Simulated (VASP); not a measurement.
# Zn (Im-3m) in VASP: notebook

The runs below take Zn through single point, with PBE.

All numbers are computed with VASP 6.6.1; they aren't measurements. Logs are shortened: lines on timing, memory, paths and dates and some standing lists are left out, and cuts for length are marked.

### 1 The cell of the first run

It takes space group Im-3m (No. 229, cubic). The conventional cell has a = 2.777 Å, b = 2.777 Å, c = 2.777 Å, α = 90.00°, β = 90.00°, γ = 90.00°. Within 3.2 Å of Zn (site symmetry m-3m) lie 14 Zn at 2.41 to 2.78 Å.

### 2 Single point, PBE

The input, INCAR:

```
  ALGO = Normal
  EDIFF = 1E-7
  ENCUT = 520
  GGA = PE
  ISIF = 2
  ISMEAR = 1
  LASPH = T
  LCHARG = F
  LREAL = F
  LWAVE = F
  NBANDS = 12
  NELM = 80
  PREC = Accurate
  SIGMA = 0.1
```

The input, KPOINTS:

```
k-points
0
Gamma
  18 18 18
```

The input, POSCAR:

```
Zn
1.0
    1.3887367610      1.3887367610      1.3887367610
   -1.3887367610      1.3887367610      1.3887367610
   -1.3887367610     -1.3887367610      1.3887367610
Zn
1
Direct
    0.0000000000      0.0000000000      0.0000000000
```

Potentials or basis: VASP PAW PBE potentials, release 64 (Zn).

Started as:

```bash
$ cat potpaw_PBE.64/Zn/POTCAR > POTCAR
$ mpirun -np 1 vasp_std > vasp.out
```

OUTCAR:

```text
EDIFF = 1E-7
   ENCUT = 520
   GGA = PE
   ISIF = 2
   ISMEAR = 1
   LASPH = T
   LREAL = F
   NELM = 80
   PREC = Accurate

 ion  position               nearest neighbor table
   1  0.000  0.000  0.000-

  LATTYP: Found a body centered cubic cell.
 ALAT       =     2.7774735220

  Lattice vectors:

 A1 = (   1.3887367610,  -1.3887367610,  -1.3887367610)
 A2 = (   1.3887367610,   1.3887367610,   1.3887367610)
 A3 = (  -1.3887367610,  -1.3887367610,   1.3887367610)

Analysis of symmetry for initial positions (statically):
=====================================================================
 Subroutine PRICEL returns:
 Original cell was already a primitive cell.

 Routine SETGRP: Setting up the symmetry group for a
 body centered cubic supercell.

 Subroutine GETGRP returns: Found 48 space group operations
 (whereof 48 operations were pure point group operations)
 out of a pool of 48 trial point group operations.

The static configuration has the point symmetry O_h .

Analysis of symmetry for dynamics (positions and initial velocities):
=====================================================================
 Subroutine PRICEL returns:
 Original cell was already a primitive cell.

 Routine SETGRP: Setting up the symmetry group for a
 body centered cubic supercell.

 Subroutine GETGRP returns: Found 48 space group operations
 (whereof 48 operations were pure point group operations)
 out of a pool of 48 trial point group operations.

The dynamic configuration has the point symmetry O_h .

 Subroutine INISYM returns: Found 48 space group operations
 (whereof 48 operations are pure point group operations),
 and found     1 'primitive' translations

----------------------------------------------------------------------------------------

                                     Primitive cell

  volume of cell :      10.7132

  direct lattice vectors                    reciprocal lattice vectors
     1.388736761  1.388736761  1.388736761     0.360039436  0.000000000  0.360039436
    -1.388736761  1.388736761  1.388736761    -0.360039436  0.360039436  0.000000000
    -1.388736761 -1.388736761  1.388736761     0.000000000 -0.360039436  0.360039436

  length of vectors
     2.405362628  2.405362628  2.405362628     0.509172653  0.509172653  0.509172653

  position of ions in fractional coordinates (direct lattice)
     0.000000000  0.000000000  0.000000000

  ion indices of the primitive-cell ions
   primitive index   ion index
                 1           1

----------------------------------------------------------------------------------------

 KPOINTS: k-points

Automatic generation of k-mesh.
 Grid dimensions read from file:
 generate k-points for:   18   18   18

 Generating k-lattice:

  Cartesian coordinates                     Fractional coordinates (reciprocal lattice)
     0.020002191  0.000000000  0.020002191     0.055555556  0.000000000  0.000000000
    -0.020002191  0.020002191  0.000000000     0.000000000  0.055555556  0.000000000
     0.000000000 -0.020002191  0.020002191     0.000000000  0.000000000  0.055555556

  Length of vectors
     0.028287370  0.028287370  0.028287370

  Shift w.r.t. Gamma in fractional coordinates (k-lattice)
     0.000000000  0.000000000  0.000000000

 Subroutine IBZKPT returns following result:
 ===========================================

 Found    195 irreducible k-points:

 Following reciprocal coordinates:
            Coordinates               Weight
  0.000000  0.000000  0.000000      1.000000
  0.055556  0.000000  0.000000     12.000000
  0.111111  0.000000  0.000000     12.000000
  0.166667  0.000000  0.000000     12.000000
  0.222222  0.000000  0.000000     12.000000
  0.277778  0.000000  0.000000     12.000000
[... 16 lines left out ...]
  0.444444  0.111111  0.000000     48.000000
  0.500000  0.111111  0.000000     48.000000
 [... further k-points ...]
   k-points           NKPTS =    195   k-points in BZ     NKDIM =    195   number of bands    NBANDS=     12
   number of dos      NEDOS =    301   number of ions     NIONS =      1
   total plane-waves  NPLWV =   5832
   dimension x,y,z NGX =    18 NGY =   18 NGZ =   18
   dimension x,y,z NGXF=    36 NGYF=   36 NGZF=   36
   ions per type =               1
   NGX,Y,Z   is equivalent  to a cutoff of  12.44, 12.44, 12.44 a.u.
   NGXF,Y,Z  is equivalent  to a cutoff of  24.88, 24.88, 24.88 a.u.
 SYSTEM =  unknown system
   PREC   = accura    normal or accurate (medium, high low for compatibility)
   ISTART =      0    job   : 0-new  1-cont  2-samecut
   ICHARG =      2    charge: 1-file 2-atom 10-const
   ISPIN  =      1    spin polarized calculation?
   LNONCOLLINEAR =      F non collinear calculations
   LSORBIT =      F    spin-orbit coupling
   LASPH  =      T    aspherical Exc in radial PAW
   ENCUT  =  520.0 eV  38.22 Ry    6.18 a.u.   4.47  4.47  4.47*2*pi/ulx,y,z
   NELM   =     80;   NELMIN=  2; NELMDL= -5     # of ELM steps
   EDIFF  = 0.1E-06   stopping-criterion for ELM
   LREAL  =      F    real-space projection
   EDIFFG = 0.1E-05   stopping-criterion for IOM
   NSW    =      0    number of steps for IOM
   IBRION =     -1    ionic relax: 0-MD 1-quasi-New 2-CG
   NFREE  =      0    steps in history (QN), initial steepest desc. (CG)
   ISIF   =      2    stress and relaxation
   ISYM   =      2    0-nonsym 1-usesym 2-fastsym
   POTIM  = 0.5000    time-step for ionic-motion
   TEBEG  =    0.0;   TEEND  =   0.0 temperature during run
   PSTRESS=    0.0 pullay stress
   NELECT =      12.0000    total number of electrons
   NUPDOWN=      -1.0000    fix difference up-down
   EMIN   =  10.00;   EMAX   =-10.00  energy-range for DOS
   EFERMI =   0.00;   METHOD = LEGACY
   ISMEAR =     1;   SIGMA  =   0.10  broadening in eV -4-tet -1-fermi 0-gaus
   EFERMI_NEDOS =   21; number of points for ismear=-14 and -15
   IALGO  =     38    algorithm
   IMIX   =      4    mixing-type and parameters
     AMIX     =   0.40;   BMIX     =  1.00
     AMIX_MAG =   1.60;   BMIX_MAG =  1.00
  volume/ion in A,a.u.               =      10.71        72.30
  Fermi-wavevector in a.u.,A,eV,Ry     =   1.700182  3.212877 39.329239  2.890618
  Thomas-Fermi vector in A             =   2.780363
   LORBIT       =      0    0 simple, 1 ext, 2 COOP (PROOUT), +10 PAW based schemes
   GGA     = PE    functional components
   LHFCALC =     F    Hartree Fock is set to
   AEXX    =    0.0000 exact exchange contribution
   IVDW    =     0    specifies the selected vdW correction
   LEPSILON=     F    determine dielectric tensor
   LRPA    =     F    only Hartree local field effects (RPA)
 non-spin polarized calculation
 Methfessel and Paxton  Order N= 1 SIGMA  =   0.10
  energy-cutoff  :      520.00
  volume of cell :       10.71
 maximum number of plane-waves:       321
 NGX is ok and might be reduce to    18
   NGX =  9   NGY =  9   NGZ =  9

 number of electron      12.0000009 magnetization

 Free energy of the ion-electron system (eV)
  ---------------------------------------------------
  ext. energy  EPLUGINS =         0.00000000
  ---------------------------------------------------
  free energy    TOTEN  =        -0.40142182 eV

  energy without entropy =       -0.40158040  energy(sigma->0) =       -0.40147468

 E-fermi :   6.7096     XC(G=0): -13.5321

 val. band max:        6.6792939087   @ k =   0.1667  -0.3889   0.0556
 cond. band min:       6.7722816748   @ k =   0.1111  -0.4444   0.0556
 fundamental gap:      0.0929877661
 Fermi energy:         6.7096109999

 k-point     1 :       0.0000    0.0000    0.0000
  band No.  band energies     occupation
      1      -7.4947      2.00000
      2      -2.8747      2.00000
      3      -2.8747      2.00000
      4      -2.8747      2.00000
      5      -1.9452      2.00000
      6      -1.9452      2.00000
      7      30.3388      0.00000
      8      30.3388      0.00000
      9      30.3388      0.00000
     10      32.3507      0.00000
     11      32.3507      0.00000
     12      32.3507      0.00000

 k-point     2 :       0.0556    0.0000    0.0000
  band No.  band energies     occupation
      1      -7.3685      2.00000
      2      -2.8933      2.00000
      3      -2.8729      2.00000
      4      -2.8323      2.00000
      5      -1.9634      2.00000
      6      -1.9439      2.00000
      7      28.3738      0.00000
      8      29.7580      0.00000
      9      29.8088      0.00000
     10      30.8768      0.00000
     11      31.2918      0.00000
     12      31.6402      0.00000

 k-point     3 :       0.1111    0.0000    0.0000
  band No.  band energies     occupation
      1      -6.9954      2.00000
      2      -2.9469      2.00000
      3      -2.8689      2.00000
      4      -2.7089      2.00000
      5      -2.0086      2.00000
      6      -1.9397      2.00000
      7      24.9718      0.00000
      8      28.1854      0.00000
      9      28.8004      0.00000
     10      28.8702      0.00000
     11      30.4570      0.00000
     12      31.8093      0.00000
[... 286 lines left out ...]
 k-point    23 :       0.4444    0.1111    0.0000
  band No.  band energies     occupation
      1      -4.0896      2.00000
      2      -3.3742      2.00000
      3      -2.2125      2.00000
      4      -2.0218      2.00000
      5      -1.7324      2.00000
      6       0.3127      2.00000
      7       9.7640      0.00000
      8      17.8682      0.00000
      9      21.5527      0.00000
     10      27.4776      0.00000
     11      31.6905      0.00000
     12      35.4732      0.00000

 k-point    24 :       0.5000    0.1111    0.0000
  band No.  band energies     occupation
      1      -4.0946      2.00000
      2      -3.4215      2.00000
      3      -2.0935      2.00000
      4      -1.9946      2.00000
      5      -1.6002      2.00000
      6       1.7597      2.00000
      7       7.4750     -0.00000
      8      17.4570      0.00000
      9      21.1128      0.00000
     10      27.2533      0.00000
     11      31.5600      0.00000
     12      36.7522      0.00000

 [... further k-points ...]

------------------------ aborting loop because EDIFF is reached ----------------------------------------

  FORCE on cell =-STRESS in cart. coord.  units (eV):
  Direction    XX          YY          ZZ          XY          YZ          ZX
  --------------------------------------------------------------------------------------
  -------------------------------------------------------------------------------------
  Total        4.0945419      4.0945419      4.0945419     -0.0000000      0.0000000     -0.0000000
  in kB      612.3449114    612.3449114    612.3449114     -0.0000000      0.0000000     -0.0000000
  external PRESSURE =     612.3449114 kB  Pullay stress =       0.0000000 kB

 VOLUME and BASIS-vectors are now :
 -----------------------------------------------------------------------------
  energy-cutoff  :      520.00
  volume of cell :       10.71
      direct lattice vectors                 reciprocal lattice vectors
     1.388736761  1.388736761  1.388736761     0.360039436  0.000000000  0.360039436
    -1.388736761  1.388736761  1.388736761    -0.360039436  0.360039436  0.000000000
    -1.388736761 -1.388736761  1.388736761     0.000000000 -0.360039436  0.360039436

 POSITION                                       TOTAL-FORCE (eV/Angst)
 -----------------------------------------------------------------------------------
      0.00000      0.00000      0.00000         0.000000     -0.000000      0.000000
 -----------------------------------------------------------------------------------
    total drift:                                0.000000      0.000000      0.000000

  FREE ENERGIE OF THE ION-ELECTRON SYSTEM (eV)
  ---------------------------------------------------
  free  energy   TOTEN  =        -0.4014218186 eV

  energy  without entropy=       -0.4015803965  energy(sigma->0) =       -0.40147468
```

It took 46 s on 1 thread of AMD EPYC 7R13, shared host; peak memory 0.1 GiB.

The run converged, but its numbers aren't listed here, since they failed a check.

### 3 Single point, PBE

This run uses another cell than the first one, of 11.50 Å³/atom, 1.074 times its volume.

The input, INCAR:

```
SYSTEM = Zn
PREC = Accurate
ENCUT = 520
EDIFF = 1E-6
ISMEAR = 1
SIGMA = 0.1
LREAL = .FALSE.
LASPH = .TRUE.
NELM = 80
ALGO = Normal
ISIF = 2
LWAVE = .FALSE.
LCHARG = .FALSE.
GGA = PE
NBANDS = 12
```

The input, KPOINTS:

```
regular mesh
0
G
  18 18 18
  0 0 0
```

The input, POSCAR:

```
Zn
1.0
    1.4220449886      1.4220449886      1.4220449886
   -1.4220449886      1.4220449886      1.4220449886
   -1.4220449886     -1.4220449886      1.4220449886
Zn
1
Direct
    0.0000000000      0.0000000000      0.0000000000
```

Potentials or basis: VASP PAW PBE potentials, release 64 (Zn).

Started as:

```bash
$ cat potpaw_PBE.64/Zn/POTCAR > POTCAR
$ mpirun -np 1 vasp_std > vasp.out
```

Wall time 38 s (1 thread of AMD EPYC 7R13, shared host); peak memory 0.11 GiB.

It converged, with:

| Property | Result |
| --- | --- |
| Free energy | -0.6500 eV |
| Pressure | 41.0 GPa |
| Band gap on the k mesh | zero (band 6 reaches 10.30 eV, above the bottom of band 7 at 5.21 eV) |

Levels at points of the mesh, in eV from the Fermi level:
```tsv
k point	band 3	band 4	band 5	band 6	band 7	band 8	band 9	band 10
(0.00, 0.00, 0.00)	-9.11	-9.11	-8.28	-8.28	23.10	23.10	23.10	24.22
(0.50, 0.00, 0.00)	-8.32	-8.21	-7.72	-4.31	-0.64	13.72	14.46	17.70
(0.50, 0.50, 0.50)	-7.85	-7.85	-7.85	4.45	4.45	4.45	9.50	9.50
```

### 4 Single point, PBE

This run uses another cell than the first one, of 12.74 Å³/atom, 1.189 times its volume.

The input, INCAR:

```
ALGO     = Normal         # electronic algorithm
EDIFF    = 1E-6           # SCF threshold, eV
ENCUT    = 520            # plane-wave cutoff, eV
GGA      = PE             # functional
ISIF     = 2              # what is computed and relaxed
ISMEAR   = 1              # smearing method
LASPH    = T              # aspherical terms in the spheres
LCHARG   = T              # write CHGCAR
LELF     = T              # ELF
LREAL    = F              # projectors in reciprocal space
LVHAR    = T            
LWAVE    = F              # write WAVECAR
NBANDS   = 12             # bands
NELM     = 100            # most SCF steps
PREC     = Accurate       # precision mode
SIGMA    = 0.1            # smearing width, eV
```

The input, KPOINTS:

```
k-points
0
Gamma
  18 18 18
```

The input, POSCAR:

```
Zn
1.0
    1.4712106821      1.4712106821      1.4712106821
   -1.4712106821      1.4712106821      1.4712106821
   -1.4712106821     -1.4712106821      1.4712106821
Zn
1
Direct
    0.0000000000      0.0000000000      0.0000000000
```

Started as:

```bash
$ cat potpaw_PBE.64/Zn/POTCAR > POTCAR
$ mpirun -np 1 vasp_std > vasp.out
```

Wall time 47 s (1 thread of AMD EPYC 7R13, shared host); peak memory 0.11 GiB.

It converged, with:

```
Free energy            : -0.8791 eV
Pressure               : 20.6 GPa
Band gap on the k mesh : zero (band 6 reaches 9.15 eV, above the bottom of band 7 at 4.02 eV)
```

Levels at points of the mesh, in eV from the Fermi level:
| k point | band 2 | band 3 | band 4 | band 5 | band 6 | band 7 | band 8 | band 9 | band 10 | band 11 |
| --- | --- | --- | --- | --- | --- | --- | --- | --- | --- | --- |
| (0.00, 0.00, 0.00) | -8.55 | -8.55 | -8.55 | -7.85 | -7.85 | 22.27 | 22.27 | 22.27 | 22.29 | 22.29 |
| (0.50, 0.00, 0.00) | -8.99 | -7.89 | -7.80 | -7.38 | -3.66 | -0.76 | 12.84 | 13.86 | 16.82 | 19.09 |
| (0.50, 0.50, 0.50) | -9.39 | -7.49 | -7.49 | -7.49 | 4.38 | 4.38 | 4.38 | 9.16 | 9.16 | 9.79 |
